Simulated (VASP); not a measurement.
HfO2: single point with PBE

Crystal: HfO2.

```
CELL_PARAMETERS angstrom
0.00000 2.42137 2.67625
2.42137 0.00000 2.67625
2.42137 2.42137 0.00000
ATOMIC_POSITIONS crystal
Hf 0.00000 0.00000 0.00000
O 0.25000 0.25000 0.25000
O 0.75000 0.75000 0.75000
```

This cell differs from its parent crystal: strain -0.050 along x and y, +0.050 along z.

* Program: VASP 6.6.1
* Task: single point
* Functional: PBE
* Potentials or basis: VASP PAW PBE potentials, release 64 (Hf_pv, O)
* Cutoff: 520 eV
* k mesh: 8 × 8 × 8
* Occupations: gaussian, width 0.05 eV
* Spin: no spin polarisation

* Pressure: 11.0 GPa
* Band gap on the k mesh: 2.51 eV, indirect (least direct gap 3.01 eV)

Stress tensor (GPa, compression positive):
```
 27.79   0.00   0.00
  0.00  27.79   0.00
  0.00   0.00 -22.44
```

Levels at points of the mesh, in eV from the valence-band top:
| k point | band 7 | band 8 | band 9 | band 10 | band 11 | band 12 | band 13 | band 14 | band 15 | band 16 |
| --- | --- | --- | --- | --- | --- | --- | --- | --- | --- | --- |
| (0.00, 0.00, 0.00) | -6.00 | -5.93 | -1.91 | -0.59 | -0.59 | 2.51 | 4.01 | 6.06 | 10.02 | 10.32 |
| (0.50, 0.00, 0.00) | -4.64 | -3.49 | -3.28 | -2.32 | -2.24 | 4.02 | 4.47 | 6.61 | 8.56 | 9.24 |
| (0.50, 0.50, 0.00) | -3.96 | -3.96 | -1.64 | -1.64 | -1.09 | 3.31 | 5.23 | 5.29 | 7.49 | 7.49 |
| (0.50, 0.00, 0.50) | -4.35 | -3.73 | -3.04 | -1.23 | 0.00 | 3.01 | 5.56 | 6.97 | 7.83 | 8.63 |

Run time: 24 s on 1 thread of AMD EPYC 9R45 96-Core Processor (Zen 5), with other jobs on the host, peak memory 0.15 GiB.

Caveat: the cell differs from its parent crystal (strain -0.050 along x and y, +0.050 along z); spin-orbit coupling is left out, which moves the levels of the heavy elements. A k mesh can miss the band edges.
